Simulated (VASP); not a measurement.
# Ge in VASP: a series of runs, part 2 of 2

VASP 6.6.1. The steps go on from the part before.

## 3. Single point, PBEsol

The input, INCAR:

```
SYSTEM = Ge
PREC = Accurate
ENCUT = 520
EDIFF = 1E-7
ISMEAR = 0
SIGMA = 0.15
LREAL = .False.
LASPH = .True.
NELM = 100
ALGO = Normal
ISIF = 2
LWAVE = .False.
LCHARG = .False.
GGA = PS
NBANDS = 13
```

The input, KPOINTS:

```
regular mesh
0
Gamma
  14 14 12
  0 0 0
```

The input, POSCAR:

```
Ge
1.0
    1.4217845498     -2.4633181650      0.0003496924
    1.4221780227      2.4632261505      0.0002927219
   -0.0005919757      0.0000700143      2.6248594426
Ge
1
Direct
    0.5000000000      0.5000000000      0.0000000000
```

Potentials or basis: VASP PAW PBE potentials, release 64 (Ge_d).

The run is started by

```bash
cat potpaw_PBE.64/Ge_d/POTCAR > POTCAR
mpirun -np 1 vasp_std > vasp.out
```

OUTCAR:

```text
SYSTEM = Ge
   PREC = Accurate
   ENCUT = 520
   EDIFF = 1E-7
   ISMEAR = 0
   LREAL = .False.
   LASPH = .True.
   NELM = 100
   ISIF = 2
   GGA = PS

 ion  position               nearest neighbor table
   1  0.500  0.500  0.000-

  LATTYP: Found a simple monoclinic cell.
 ALAT       =     2.8439626465
 B/A-ratio  =     0.9229585042
 C/A-ratio  =     1.7320728861
 COS(beta)  =    -0.8659906063

  Lattice vectors:

 A1 = (   2.8439625725,  -0.0000920145,   0.0006424143)
 A2 = (   0.0005919757,  -0.0000700143,  -2.6248594426)
 A3 = (  -4.2657471223,   2.4634101795,  -0.0009921067)

Analysis of symmetry for initial positions (statically):
=====================================================================
 Subroutine PRICEL returns:
 Original cell was already a primitive cell.

 Routine SETGRP: Setting up the symmetry group for a
 simple monoclinic supercell.

 Subroutine GETGRP returns: Found  4 space group operations
 (whereof  4 operations were pure point group operations)
 out of a pool of  4 trial point group operations.

The static configuration has the point symmetry C_2h.

Analysis of symmetry for dynamics (positions and initial velocities):
=====================================================================
 Subroutine PRICEL returns:
 Original cell was already a primitive cell.

 Routine SETGRP: Setting up the symmetry group for a
 simple monoclinic supercell.

 Subroutine GETGRP returns: Found  4 space group operations
 (whereof  4 operations were pure point group operations)
 out of a pool of  4 trial point group operations.

The dynamic configuration has the point symmetry C_2h.

 Subroutine INISYM returns: Found  4 space group operations
 (whereof  4 operations are pure point group operations),
 and found     1 'primitive' translations

----------------------------------------------------------------------------------------

                                     Primitive cell
[... 111 lines left out ...]
  Fermi-wavevector in a.u.,A,eV,Ry     =   1.494870  2.824894 30.404068  2.234636
  Thomas-Fermi vector in A             =   2.607087
   LORBIT       =      0    0 simple, 1 ext, 2 COOP (PROOUT), +10 PAW based schemes
   GGA     = PS    functional components
   LHFCALC =     F    Hartree Fock is set to
   AEXX    =    0.0000 exact exchange contribution
   IVDW    =     0    specifies the selected vdW correction
   LEPSILON=     F    determine dielectric tensor
   LRPA    =     F    only Hartree local field effects (RPA)
 non-spin polarized calculation
 Gauss-broadening in eV      SIGMA  =   0.15
  energy-cutoff  :      520.00
  volume of cell :       18.39
 maximum number of plane-waves:       504
 NGX is ok and might be reduce to    24
   NGX = 11   NGY = 11   NGZ =  9

 number of electron      14.0000011 magnetization

 Free energy of the ion-electron system (eV)
  ---------------------------------------------------
  ext. energy  EPLUGINS =         0.00000000
  ---------------------------------------------------
  free energy    TOTEN  =        -4.75743621 eV

  energy without entropy =       -4.75346435  energy(sigma->0) =       -4.75545028

 E-fermi :   6.7508     XC(G=0): -11.5122

 val. band max:        6.7367219865   @ k =   0.2857   0.4286   0.5000
 cond. band min:       6.7785676170   @ k =  -0.2857   0.2857   0.1667
 fundamental gap:      0.0418456305
 Fermi energy:         6.7508003706

 k-point     1 :       0.0000    0.0000    0.0000
  band No.  band energies     occupation
      1     -17.9530      2.00000
      2     -17.8384      2.00000
      3     -17.8383      2.00000
      4     -17.6775      2.00000
      5     -17.6774      2.00000
      6      -6.6309      2.00000
      7      14.0337      0.00000
      8      15.0727      0.00000
      9      15.0753      0.00000
     10      17.4100      0.00000
     11      20.9498      0.00000
     12      20.9540      0.00000
     13      21.8664      0.00000
[... 354 lines left out ...]
  band No.  band energies     occupation
      1     -17.9329      2.00000
      2     -17.8449      2.00000
      3     -17.7965      2.00000
      4     -17.6945      2.00000
      5     -17.6820      2.00000
      6      -5.7609      2.00000
      7       9.9491      0.00000
      8      12.2985      0.00000
      9      14.8723      0.00000
     10      18.1518      0.00000
     11      19.1972      0.00000
     12      22.6734      0.00000
     13      26.9324      0.00000

 [... further k-points ...]
[... 5 lines left out ...]
  --------------------------------------------------------------------------------------
  -------------------------------------------------------------------------------------
  Total       -0.0104649     -0.0115278     -0.0225740     -0.0002186     -0.0000005      0.0000027
  in kB       -0.9118036     -1.0044168     -1.9668757     -0.0190425     -0.0000451      0.0002378
  external PRESSURE =      -1.2943654 kB  Pullay stress =       0.0000000 kB

 VOLUME and BASIS-vectors are now :
 -----------------------------------------------------------------------------
  energy-cutoff  :      520.00
  volume of cell :       18.39
      direct lattice vectors                 reciprocal lattice vectors
     1.421784550 -2.463318165  0.000349692     0.351615480 -0.203010119  0.000084714
     1.422178023  2.463226151  0.000292722     0.351628617  0.202953954  0.000073888
    -0.000591976  0.000070014  2.624859443    -0.000086057  0.000004412  0.380972761

 POSITION                                       TOTAL-FORCE (eV/Angst)
 -----------------------------------------------------------------------------------
      1.42198     -0.00005      0.00032         0.000000     -0.000000      0.000000
 -----------------------------------------------------------------------------------
    total drift:                               -0.000000     -0.000000     -0.000000

  FREE ENERGIE OF THE ION-ELECTRON SYSTEM (eV)
  ---------------------------------------------------
  free  energy   TOTEN  =        -4.7574362137 eV

  energy  without entropy=       -4.7534643471  energy(sigma->0) =       -4.75545028
```

stdout:

```text
POSCAR found type information on POSCAR Ge
 POSCAR found :  1 types and       1 ions
 scaLAPACK will be used
 -----------------------------------------------------------------------------
|                                                                             |
|                                                                             |
|     You enforced a specific xc type in the INCAR file but a different       |
|     I HOPE YOU KNOW WHAT YOU ARE DOING!                                     |
|                                                                             |
 -----------------------------------------------------------------------------

 LDA part: xc-table for (Slater+PW92), standard interpolation
 POSCAR, INCAR and KPOINTS ok, starting setup
 FFT: planning ... GRIDC
 FFT: planning ... GRID_SOFT
 FFT: planning ... GRID
 WAVECAR not read
 entering main loop
```

It took 3.4 min on 1 thread of AMD EPYC 7R13, shared host; peak memory 0.23 GiB.

What came out:

```
Free energy            : -4.7574 eV
Pressure               : -0.1 GPa
Band gap on the k mesh : zero (band 7 reaches 14.03 eV, above the bottom of band 8 at 3.96 eV)
```

Caveat: the cell differs from its parent crystal (cell sheared at random, sigma 0.01, atoms nudged by 0.01 Å, then relaxed in part); the PAW data sets were made with another functional, which shifts forces and pressure a little.

## 4. Relaxation of cell and atoms, PBEsol (cell sheared at random, sigma 0.01, atoms nudged by 0.01 Å)

The input, INCAR:

```
PREC     = Accurate       # precision mode
ENCUT    = 600            # plane-wave cutoff, eV
EDIFF    = 1E-7           # SCF threshold, eV
ISMEAR   = 0              # smearing method
SIGMA    = 0.15           # smearing width, eV
LREAL    = F              # projectors in reciprocal space
LASPH    = T              # aspherical terms in the spheres
NELM     = 80             # most SCF steps
ALGO     = Normal         # electronic algorithm
ISIF     = 3              # what is computed and relaxed
LWAVE    = F              # write WAVECAR
LCHARG   = F              # write CHGCAR
GGA      = PS             # functional
IBRION   = 2              # ionic algorithm
NSW      = 100            # ionic steps
EDIFFG   = -0.01          # ionic threshold
```

The input, KPOINTS:

```
Automatic mesh
0
Gamma
  14 14 12
```

The input, POSCAR:

```
Ge
1.0
    1.3788254233     -2.5229675922     -0.0116705550
    1.3899622192      2.5290790385     -0.0240892534
   -0.0341758481     -0.0065130429      2.6324687216
Ge
1
Direct
    0.5000000000      0.5000000000      0.0000000000
```

The run is started by

```bash
cat potpaw_PBE.64/Ge_d/POTCAR > POTCAR
mpirun -np 1 vasp_std > vasp.out
```

Run time: 28 min. Hardware: 1 thread of AMD EPYC 7R13, shared host; peak memory 0.38 GiB.

Results (log left out):

```
Free energy               : -4.7576 eV
Energy gained by relaxing : 9.0 meV/atom
Ionic steps               : 8
Pressure after relaxing   : 0.0 GPa
Band gap on the k mesh    : zero (band 7 reaches 14.02 eV, above the bottom of band 8 at 3.95 eV)
```

Stress tensor (GPa, compression positive):
```
 0.04  0.00  0.04
 0.00  0.08 -0.01
 0.04 -0.01 -0.02
```

The path:
```csv
step,energy change (eV),largest force (eV/Å),pressure (GPa),volume (Å³)
1,0.0000,0.0000,-0.04,18.41
2,-0.0068,0.0000,0.14,18.39
3,-0.0089,0.0000,0.20,18.37
4,-0.0089,0.0000,0.19,18.37
5,-0.0089,0.0000,0.17,18.37
6,-0.0090,0.0000,-0.08,18.43
7,-0.0090,0.0000,-0.13,18.43
8,-0.0090,0.0000,0.04,18.41
```

Final structure:
```
Ge
1.0
     1.42218   -2.46331   -0.00017
     1.42371    2.46365    0.00009
    -0.00116    0.00015    2.62580
Ge
1
Direct
  0.50000 0.50000 0.00000
```

Levels at points of the mesh, in eV from the Fermi level:
| k point | band 3 | band 4 | band 5 | band 6 | band 7 | band 8 | band 9 | band 10 | band 11 |
| --- | --- | --- | --- | --- | --- | --- | --- | --- | --- |
| (0.00, 0.00, 0.00) | -24.59 | -24.43 | -24.43 | -13.37 | 7.28 | 8.31 | 8.32 | 10.65 | 14.18 |
| (0.50, 0.00, 0.00) | -24.48 | -24.45 | -24.44 | -8.29 | -5.75 | 4.08 | 8.10 | 11.21 | 16.98 |
| (0.00, 0.50, 0.00) | -24.48 | -24.45 | -24.44 | -8.30 | -5.75 | 4.10 | 8.11 | 11.20 | 16.98 |
| (0.50, 0.50, 0.00) | -24.48 | -24.45 | -24.44 | -8.29 | -5.75 | 4.08 | 8.10 | 11.21 | 16.98 |
| (0.00, 0.00, 0.50) | -24.51 | -24.51 | -24.46 | -9.18 | -6.08 | 11.50 | 11.52 | 16.73 | 17.85 |
| (0.50, 0.00, 0.50) | -24.53 | -24.45 | -24.34 | -3.68 | -2.37 | -2.02 | 3.38 | 7.29 | 12.73 |
| (0.00, 0.50, 0.50) | -24.53 | -24.45 | -24.34 | -3.69 | -2.37 | -2.02 | 3.38 | 7.31 | 12.74 |
| (0.50, 0.50, 0.50) | -24.53 | -24.45 | -24.34 | -3.68 | -2.37 | -2.01 | 3.38 | 7.29 | 12.72 |

Caveat: the cell differs from its parent crystal (cell sheared at random, sigma 0.01, atoms nudged by 0.01 Å); the PAW data sets were made with another functional, which shifts forces and pressure a little.

## 5. Summary

```csv
task,cell,cutoff (eV),gap on the mesh (eV),pressure (GPa)
single point,"a = 2.875, b = 2.886, c = 2.633 Å, angles 91.0, 90.5, 122.5°, 1 atom",520,none,-0.1
single point,"a = 2.844, b = 2.844, c = 2.625 Å, angles 90.0, 90.0, 120.0°, 1 atom",520,none,-0.1
relaxation of cell and atoms,"relaxed from a = 2.875, b = 2.886, c = 2.633 Å, angles 91.0, 90.5, 122.5°, 1 atom",600,none,0.0
```

Alike in all rows: level PBEsol; potentials or basis VASP PAW PBE potentials, release 64 (Ge_d); no spin polarisation; k mesh 14 × 14 × 12; smearing gaussian 0.15 eV.

Caveats: the PAW data sets were made with another functional, which shifts forces and pressure a little.

Absolute energies hang on the potentials; compare differences alone.
